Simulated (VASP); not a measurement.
Runs of VASP 6.6.1 on MgS. The structure is that of space group Fm-3m (No. 225), or close to it. The cells are those of the table. 

```tsv
cell	gap on the mesh (eV)	pressure (GPa)
a = 3.650, b = 3.650, c = 5.286 Å, 4 atoms	2.60	-1.0
a = 3.683, b = 3.683, c = 5.078 Å, 4 atoms	2.63	0.7
a = 3.681, b = 3.681, c = 5.078 Å, 4 atoms	2.63	(a)
a = 3.664, b = 3.664, c = 5.182 Å, 4 atoms	(b)	-0.2
a = 3.636, b = 3.636, c = 5.389 Å, 4 atoms	2.50	-1.6
```

Alike in all rows: task single point; level PBEsol; potentials or basis VASP PAW PBE potentials, release 64 (Mg, S); no spin polarisation; k mesh 6 × 6 × 6; cutoff (eV) 520; smearing gaussian 0.02 eV.

**Question.** Estimate the missing entries.

**Answer.** (a) 0.8; (b) 2.73.

Caveats: the PAW data sets were made with another functional, which shifts forces and pressure a little.

A k mesh can miss the band edges.
